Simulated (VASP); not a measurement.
# InP (I-4m2) in VASP: notebook

The runs below take InP through single point, with PBE.

Everything below comes from runs of VASP 6.6.1. Logs are shortened: lines on timing, memory, paths and dates and some standing lists are left out, and cuts for length are marked.

## (1) The cell of the first run

Symmetry: I-4m2, No. 119, tetragonal system. Conventional cell: a = 4.046 Å, b = 4.046 Å, c = 6.204 Å, α = 90.00°, β = 90.00°, γ = 90.00°. In (site symmetry -4m2) has 4 P at 2.55 Å within 3.4 Å. P (site symmetry -4m2) has 4 In at 2.55 Å within 3.4 Å.

## (2) Single point, PBE (biaxial strain in the a-b plane: -4.0 %, then relaxed in part)

Contents of INCAR:

```
SYSTEM = InP
PREC     = Accurate       ! precision mode
ENCUT    = 520            ! plane-wave cutoff, eV
EDIFF    = 1E-7           ! SCF threshold, eV
ISMEAR   = 0              ! smearing method
SIGMA    = 0.02           ! smearing width, eV
LREAL    = .FALSE.        ! projectors in reciprocal space
LASPH    = .TRUE.         ! aspherical terms in the spheres
NELM     = 80             ! most SCF steps
ALGO     = Normal         ! electronic algorithm
ISIF     = 2              ! what is computed and relaxed
LWAVE    = .FALSE.        ! write WAVECAR
LCHARG   = .FALSE.        ! write CHGCAR
GGA      = PE             ! functional
NBANDS   = 26             ! bands
```

Contents of KPOINTS:

```
Automatic mesh
0
G
  8 8 6
  0 0 0
```

Contents of POSCAR:

```
InP
1.0
    2.8606982522      2.8606982522      0.0000000000
   -2.8606982522      2.8606982522      0.0000000000
    0.0000000000      0.0000000000      6.2035502349
In P
2 2
Direct
    0.0000000000      0.0000000000      0.0000000000
    0.5000000000      0.5000000000      0.5000000000
    0.5000000000      0.0000000000      0.7500000000
    0.0000000000      0.5000000000      0.2500000000
```

Potentials or basis: VASP PAW PBE potentials, release 64 (In_d, P).

Command:

```
$ cat potpaw_PBE.64/In_d/POTCAR potpaw_PBE.64/P/POTCAR > POTCAR
$ mpirun -np 1 vasp_std > vasp.out
```

OUTCAR:

```text
SYSTEM = InP
   PREC = Accurate
   ENCUT = 520
   EDIFF = 1E-7
   ISMEAR = 0
   LREAL = .FALSE.
   LASPH = .TRUE.
   NELM = 80
   ISIF = 2
   GGA = PE

 ion  position               nearest neighbor table
   1  0.000  0.000  0.000-   3 2.55   4 2.55   4 2.55   3 2.55
   2  0.500  0.500  0.500-   3 2.55   4 2.55   3 2.55   4 2.55
   3  0.500  0.000  0.750-   1 2.55   2 2.55   2 2.55   1 2.55
   4  0.000  0.500  0.250-   1 2.55   2 2.55   1 2.55   2 2.55

  LATTYP: Found a simple tetragonal cell.
 ALAT       =     4.0456382661
 C/A-ratio  =     1.5333922182

  Lattice vectors:

 A1 = (   2.8606982522,   2.8606982522,   0.0000000000)
 A2 = (  -2.8606982522,   2.8606982522,   0.0000000000)
 A3 = (   0.0000000000,   0.0000000000,   6.2035502349)

Analysis of symmetry for initial positions (statically):
=====================================================================
 Subroutine PRICEL returns following result:

  LATTYP: Found a body centered tetragonal cell.
 ALAT       =     4.0456382661
 C/A-ratio  =     1.5333922182

  Lattice vectors:

 A1 = (   2.8606982522,   0.0000000000,  -3.1017751174)
 A2 = (  -2.8606982522,   0.0000000000,  -3.1017751174)
 A3 = (   0.0000000000,   2.8606982522,   3.1017751174)

   2 primitive cells build up your supercell.

 Routine SETGRP: Setting up the symmetry group for a
 simple tetragonal supercell.

 Subroutine GETGRP returns: Found  8 space group operations
 (whereof  8 operations were pure point group operations)
 out of a pool of 16 trial point group operations.

The static configuration has the point symmetry D_2d.

Analysis of symmetry for dynamics (positions and initial velocities):
=====================================================================
 Subroutine PRICEL returns following result:

  LATTYP: Found a body centered tetragonal cell.
 ALAT       =     4.0456382661
 C/A-ratio  =     1.5333922182

  Lattice vectors:

 A1 = (   2.8606982522,   0.0000000000,  -3.1017751174)
 A2 = (  -2.8606982522,   0.0000000000,  -3.1017751174)
 A3 = (   0.0000000000,   2.8606982522,   3.1017751174)

   2 primitive cells build up your supercell.

 Routine SETGRP: Setting up the symmetry group for a
 simple tetragonal supercell.

 Subroutine GETGRP returns: Found  8 space group operations
[... 92 lines left out ...]
   NGXF,Y,Z  is equivalent  to a cutoff of  24.66, 24.66, 25.73 a.u.
 SYSTEM =  InP
   PREC   = accura    normal or accurate (medium, high low for compatibility)
   ISTART =      0    job   : 0-new  1-cont  2-samecut
   ICHARG =      2    charge: 1-file 2-atom 10-const
   ISPIN  =      1    spin polarized calculation?
   LNONCOLLINEAR =      F non collinear calculations
   LSORBIT =      F    spin-orbit coupling
   LASPH  =      T    aspherical Exc in radial PAW
   ENCUT  =  520.0 eV  38.22 Ry    6.18 a.u.   7.52  7.52 11.53*2*pi/ulx,y,z
   NELM   =     80;   NELMIN=  2; NELMDL= -5     # of ELM steps
   EDIFF  = 0.1E-06   stopping-criterion for ELM
   LREAL  =      F    real-space projection
   EDIFFG = 0.1E-05   stopping-criterion for IOM
   NSW    =      0    number of steps for IOM
   IBRION =     -1    ionic relax: 0-MD 1-quasi-New 2-CG
   NFREE  =      0    steps in history (QN), initial steepest desc. (CG)
   ISIF   =      2    stress and relaxation
   ISYM   =      2    0-nonsym 1-usesym 2-fastsym
   POTIM  = 0.5000    time-step for ionic-motion
   TEBEG  =    0.0;   TEEND  =   0.0 temperature during run
   PSTRESS=    0.0 pullay stress
   NELECT =      36.0000    total number of electrons
   NUPDOWN=      -1.0000    fix difference up-down
   EMIN   =  10.00;   EMAX   =-10.00  energy-range for DOS
   EFERMI =   0.00;   METHOD = LEGACY
   ISMEAR =     0;   SIGMA  =   0.02  broadening in eV -4-tet -1-fermi 0-gaus
   EFERMI_NEDOS =   21; number of points for ismear=-14 and -15
   IALGO  =     38    algorithm
   IMIX   =      4    mixing-type and parameters
     AMIX     =   0.40;   BMIX     =  1.00
     AMIX_MAG =   1.60;   BMIX_MAG =  1.00
  volume/ion in A,a.u.               =      25.38       171.30
  Fermi-wavevector in a.u.,A,eV,Ry     =   1.158700  2.189625 18.266975  1.342585
  Thomas-Fermi vector in A             =   2.295299
   LORBIT       =      0    0 simple, 1 ext, 2 COOP (PROOUT), +10 PAW based schemes
   GGA     = PE    functional components
   LHFCALC =     F    Hartree Fock is set to
   AEXX    =    0.0000 exact exchange contribution
   IVDW    =     0    specifies the selected vdW correction
   LEPSILON=     F    determine dielectric tensor
   LRPA    =     F    only Hartree local field effects (RPA)
 non-spin polarized calculation
 Gauss-broadening in eV      SIGMA  =   0.02
  energy-cutoff  :      520.00
  volume of cell :      101.53
 maximum number of plane-waves:      2767
   NGX = 15   NGY = 15   NGZ = 23

 number of electron      35.9999991 magnetization

 Free energy of the ion-electron system (eV)
  ---------------------------------------------------
  ext. energy  EPLUGINS =         0.00000000
  ---------------------------------------------------
  free energy    TOTEN  =       -16.71809361 eV

  energy without entropy =      -16.71809361  energy(sigma->0) =      -16.71809361

 E-fermi :   5.3248     XC(G=0):  -9.2519

 val. band max:        5.2344800140   @ k =   0.0000   0.0000   0.0000
 cond. band min:       5.7209911010   @ k =   0.0000   0.0000   0.0000
 fundamental gap:      0.4865110870
 Fermi energy:         5.3248196188

 k-point     1 :       0.0000    0.0000    0.0000
  band No.  band energies     occupation
      1      -9.2558      2.00000
      2      -9.1026      2.00000
      3      -9.0639      2.00000
      4      -9.0639      2.00000
      5      -8.9736      2.00000
      6      -8.9736      2.00000
[... 685 lines left out ...]
     25      11.4042      0.00000
     26      11.4042      0.00000

 [... further k-points ...]
[... 5 lines left out ...]
  --------------------------------------------------------------------------------------
  -------------------------------------------------------------------------------------
  Total        2.3930084      2.3930084     -0.0393864      0.0000000     -0.0000000      0.0000000
  in kB       37.7607315     37.7607315     -0.6215014      0.0000000     -0.0000000      0.0000000
  external PRESSURE =      24.9666539 kB  Pullay stress =       0.0000000 kB

 VOLUME and BASIS-vectors are now :
 -----------------------------------------------------------------------------
  energy-cutoff  :      520.00
  volume of cell :      101.53
      direct lattice vectors                 reciprocal lattice vectors
     2.860698252  2.860698252  0.000000000     0.174782503  0.174782503  0.000000000
    -2.860698252  2.860698252  0.000000000    -0.174782503  0.174782503  0.000000000
     0.000000000  0.000000000  6.203550235     0.000000000  0.000000000  0.161198018

 POSITION                                       TOTAL-FORCE (eV/Angst)
 -----------------------------------------------------------------------------------
      0.00000      0.00000      0.00000        -0.000000     -0.000000      0.000000
      0.00000      2.86070      3.10178         0.000000      0.000000      0.000000
      1.43035      1.43035      4.65266        -0.000000      0.000000     -0.000000
     -1.43035      1.43035      1.55089        -0.000000      0.000000     -0.000000
 -----------------------------------------------------------------------------------
    total drift:                               -0.000000      0.000000      0.000000

  FREE ENERGIE OF THE ION-ELECTRON SYSTEM (eV)
  ---------------------------------------------------
  free  energy   TOTEN  =       -16.7180936144 eV

  energy  without entropy=      -16.7180936144  energy(sigma->0) =      -16.71809361
```

OSZICAR:

```text
N       E                     dE             d eps       ncg     rms          rms(c)
DAV:   1     0.302031256165E+03    0.30203E+03   -0.16432E+04  3120   0.157E+03
DAV:   2     0.135241261929E+02   -0.28851E+03   -0.27921E+03  3160   0.379E+02
DAV:   3    -0.162523037168E+02   -0.29776E+02   -0.29351E+02  3920   0.135E+02
DAV:   4    -0.174944911442E+02   -0.12422E+01   -0.12385E+01  3822   0.278E+01
DAV:   5    -0.175606249128E+02   -0.66134E-01   -0.66123E-01  4798   0.591E+00    0.795E+00
DAV:   6    -0.167615572547E+02    0.79907E+00   -0.14122E+00  4302   0.158E+01    0.465E+00
DAV:   7    -0.167201578585E+02    0.41399E-01   -0.62821E-01  4840   0.447E+00    0.174E+00
DAV:   8    -0.167176179837E+02    0.25399E-02   -0.71347E-02  4632   0.295E+00    0.599E-01
DAV:   9    -0.167177108045E+02   -0.92821E-04   -0.10075E-02  4352   0.149E+00    0.216E-01
DAV:  10    -0.167179061318E+02   -0.19533E-03   -0.10223E-03  4300   0.301E-01    0.148E-01
DAV:  11    -0.167180899317E+02   -0.18380E-03   -0.64601E-04  3932   0.186E-01    0.132E-01
DAV:  12    -0.167180924544E+02   -0.25226E-05   -0.54292E-05  3392   0.451E-02    0.514E-02
DAV:  13    -0.167180926343E+02   -0.17990E-06   -0.25005E-06  4260   0.964E-03    0.434E-02
DAV:  14    -0.167180940860E+02   -0.14517E-05   -0.98257E-07  2880   0.647E-03    0.383E-02
DAV:  15    -0.167180935339E+02    0.55205E-06   -0.35823E-06  2840   0.954E-03    0.161E-02
DAV:  16    -0.167180936144E+02   -0.80412E-07   -0.35110E-07  3394   0.330E-03
   1 F= -.16718094E+02 E0= -.16718094E+02  d E =-.809460E-13
```

stdout:

```text
POSCAR found type information on POSCAR InP
 POSCAR found :  2 types and       4 ions
 scaLAPACK will be used
 LDA part: xc-table for (Slater+PW92), standard interpolation
 POSCAR, INCAR and KPOINTS ok, starting setup
 FFT: planning ... GRIDC
 FFT: planning ... GRID_SOFT
 FFT: planning ... GRID
 WAVECAR not read
 entering main loop
```

Run time: 78 s. Hardware: 1 thread of AMD EPYC 9R45 (Zen 5), shared host; peak memory 0.25 GiB.

What came out:

```
Free energy            : -16.7181 eV
Pressure               : 2.5 GPa
Band gap on the k mesh : 0.49 eV
```

Caveat: the cell differs from its parent crystal (biaxial strain in the a-b plane: -4.0 %, then relaxed in part); spin-orbit coupling is left out, which moves the levels of the heavy elements.

## (3) Single point, PBE

Contents of INCAR:

```
ALGO     = Normal         # electronic algorithm
EDIFF    = 1E-6           # SCF threshold, eV
ENCUT    = 520            # plane-wave cutoff, eV
GGA      = PE             # functional
ISIF     = 2              # what is computed and relaxed
ISMEAR   = 0              # smearing method
LASPH    = T              # aspherical terms in the spheres
LCHARG   = F              # write CHGCAR
LREAL    = F              # projectors in reciprocal space
LWAVE    = F              # write WAVECAR
NBANDS   = 26             # bands
NELM     = 60             # most SCF steps
PREC     = Accurate       # precision mode
SIGMA    = 0.02           # smearing width, eV
```

Contents of KPOINTS:

```
k-points
0
Gamma
  8 8 6
```

POSCAR is that of step 2.

Potentials or basis: VASP PAW PBE potentials, release 64 (In_d, P).

Command:

```
$ cat potpaw_PBE.64/In_d/POTCAR potpaw_PBE.64/P/POTCAR > POTCAR
$ mpirun -np 1 vasp_std > vasp.out
```

OUTCAR:

```text
EDIFF = 1E-6
   ENCUT = 520
   GGA = PE
   ISIF = 2
   ISMEAR = 0
   LASPH = T
   LREAL = F
   NELM = 60
   PREC = Accurate

 ion  position               nearest neighbor table
   1  0.000  0.000  0.000-   3 2.55   4 2.55   4 2.55   3 2.55
   2  0.500  0.500  0.500-   3 2.55   4 2.55   3 2.55   4 2.55
   3  0.500  0.000  0.750-   1 2.55   2 2.55   2 2.55   1 2.55
   4  0.000  0.500  0.250-   1 2.55   2 2.55   1 2.55   2 2.55

  LATTYP: Found a simple tetragonal cell.
 ALAT       =     4.0456382661
 C/A-ratio  =     1.5333922182

  Lattice vectors:

 A1 = (   2.8606982522,   2.8606982522,   0.0000000000)
 A2 = (  -2.8606982522,   2.8606982522,   0.0000000000)
 A3 = (   0.0000000000,   0.0000000000,   6.2035502349)

Analysis of symmetry for initial positions (statically):
=====================================================================
 Subroutine PRICEL returns following result:

  LATTYP: Found a body centered tetragonal cell.
 ALAT       =     4.0456382661
 C/A-ratio  =     1.5333922182

  Lattice vectors:

 A1 = (   2.8606982522,   0.0000000000,  -3.1017751174)
 A2 = (  -2.8606982522,   0.0000000000,  -3.1017751174)
 A3 = (   0.0000000000,   2.8606982522,   3.1017751174)

   2 primitive cells build up your supercell.

 Routine SETGRP: Setting up the symmetry group for a
 simple tetragonal supercell.

 Subroutine GETGRP returns: Found  8 space group operations
 (whereof  8 operations were pure point group operations)
 out of a pool of 16 trial point group operations.

The static configuration has the point symmetry D_2d.

Analysis of symmetry for dynamics (positions and initial velocities):
=====================================================================
[... 129 lines left out ...]
   POTIM  = 0.5000    time-step for ionic-motion
   TEBEG  =    0.0;   TEEND  =   0.0 temperature during run
   PSTRESS=    0.0 pullay stress
   NELECT =      36.0000    total number of electrons
   NUPDOWN=      -1.0000    fix difference up-down
   EMIN   =  10.00;   EMAX   =-10.00  energy-range for DOS
   EFERMI =   0.00;   METHOD = LEGACY
   ISMEAR =     0;   SIGMA  =   0.02  broadening in eV -4-tet -1-fermi 0-gaus
   EFERMI_NEDOS =   21; number of points for ismear=-14 and -15
   IALGO  =     38    algorithm
   IMIX   =      4    mixing-type and parameters
     AMIX     =   0.40;   BMIX     =  1.00
     AMIX_MAG =   1.60;   BMIX_MAG =  1.00
  volume/ion in A,a.u.               =      25.38       171.30
  Fermi-wavevector in a.u.,A,eV,Ry     =   1.158700  2.189625 18.266975  1.342585
  Thomas-Fermi vector in A             =   2.295299
   LORBIT       =      0    0 simple, 1 ext, 2 COOP (PROOUT), +10 PAW based schemes
   GGA     = PE    functional components
   LHFCALC =     F    Hartree Fock is set to
   AEXX    =    0.0000 exact exchange contribution
   IVDW    =     0    specifies the selected vdW correction
   LEPSILON=     F    determine dielectric tensor
   LRPA    =     F    only Hartree local field effects (RPA)
 non-spin polarized calculation
 Gauss-broadening in eV      SIGMA  =   0.02
  energy-cutoff  :      520.00
  volume of cell :      101.53
 maximum number of plane-waves:      2767
   NGX = 15   NGY = 15   NGZ = 23

 number of electron      35.9999991 magnetization

 Free energy of the ion-electron system (eV)
  ---------------------------------------------------
  ext. energy  EPLUGINS =         0.00000000
  ---------------------------------------------------
  free energy    TOTEN  =       -16.71809262 eV

  energy without entropy =      -16.71809262  energy(sigma->0) =      -16.71809262

 E-fermi :   5.3275     XC(G=0):  -9.2526

 val. band max:        5.2339166766   @ k =   0.0000   0.0000   0.0000
 cond. band min:       5.7202822658   @ k =   0.0000   0.0000   0.0000
 fundamental gap:      0.4863655892
 Fermi energy:         5.3275344948

 k-point     1 :       0.0000    0.0000    0.0000
  band No.  band energies     occupation
      1      -9.2557      2.00000
      2      -9.1025      2.00000
      3      -9.0638      2.00000
      4      -9.0638      2.00000
      5      -8.9735      2.00000
      6      -8.9735      2.00000
[... 685 lines left out ...]
     25      11.4038      0.00000
     26      11.4038      0.00000

 [... further k-points ...]
[... 5 lines left out ...]
  --------------------------------------------------------------------------------------
  -------------------------------------------------------------------------------------
  Total        2.3762423      2.3762423     -0.0554548      0.0000000     -0.0000000      0.0000000
  in kB       37.4961697     37.4961697     -0.8750548      0.0000000     -0.0000000      0.0000000
  external PRESSURE =      24.7057615 kB  Pullay stress =       0.0000000 kB

 VOLUME and BASIS-vectors are now :
 -----------------------------------------------------------------------------
  energy-cutoff  :      520.00
  volume of cell :      101.53
      direct lattice vectors                 reciprocal lattice vectors
     2.860698252  2.860698252  0.000000000     0.174782503  0.174782503  0.000000000
    -2.860698252  2.860698252  0.000000000    -0.174782503  0.174782503  0.000000000
     0.000000000  0.000000000  6.203550235     0.000000000  0.000000000  0.161198018

 POSITION                                       TOTAL-FORCE (eV/Angst)
 -----------------------------------------------------------------------------------
      0.00000      0.00000      0.00000         0.000000      0.000000     -0.000000
      0.00000      2.86070      3.10178        -0.000000      0.000000      0.000000
      1.43035      1.43035      4.65266        -0.000000     -0.000000     -0.000000
     -1.43035      1.43035      1.55089        -0.000000     -0.000000      0.000000
 -----------------------------------------------------------------------------------
    total drift:                               -0.000000      0.000000      0.000000

  FREE ENERGIE OF THE ION-ELECTRON SYSTEM (eV)
  ---------------------------------------------------
  free  energy   TOTEN  =       -16.7180926248 eV

  energy  without entropy=      -16.7180926248  energy(sigma->0) =      -16.71809262
```

OSZICAR:

```text
N       E                     dE             d eps       ncg     rms          rms(c)
DAV:   1     0.302031256165E+03    0.30203E+03   -0.16432E+04  3120   0.157E+03
DAV:   2     0.135241261929E+02   -0.28851E+03   -0.27921E+03  3160   0.379E+02
DAV:   3    -0.162523037168E+02   -0.29776E+02   -0.29351E+02  3920   0.135E+02
DAV:   4    -0.174944911442E+02   -0.12422E+01   -0.12385E+01  3822   0.278E+01
DAV:   5    -0.175606249128E+02   -0.66134E-01   -0.66123E-01  4798   0.591E+00    0.795E+00
DAV:   6    -0.167615572547E+02    0.79907E+00   -0.14122E+00  4302   0.158E+01    0.465E+00
DAV:   7    -0.167201578585E+02    0.41399E-01   -0.62821E-01  4840   0.447E+00    0.174E+00
DAV:   8    -0.167176179837E+02    0.25399E-02   -0.71347E-02  4632   0.295E+00    0.599E-01
DAV:   9    -0.167177108045E+02   -0.92821E-04   -0.10075E-02  4352   0.149E+00    0.216E-01
DAV:  10    -0.167179061318E+02   -0.19533E-03   -0.10223E-03  4300   0.301E-01    0.148E-01
DAV:  11    -0.167180899317E+02   -0.18380E-03   -0.64601E-04  3932   0.186E-01    0.132E-01
DAV:  12    -0.167180924544E+02   -0.25226E-05   -0.54292E-05  3392   0.451E-02    0.514E-02
DAV:  13    -0.167180926248E+02   -0.17041E-06   -0.24055E-06  3676   0.964E-03
   1 F= -.16718093E+02 E0= -.16718093E+02  d E =-.179242E-13
```

Wall time 65 s (1 thread of AMD EPYC 9R45 (Zen 5), shared host); peak memory 0.25 GiB.

Results:

* Free energy: -16.7181 eV
* Pressure: 2.5 GPa
* Band gap on the k mesh: 0.49 eV

Caveat: spin-orbit coupling is left out, which moves the levels of the heavy elements. PBE gaps usually lie below the measured ones, often by a third to a half.
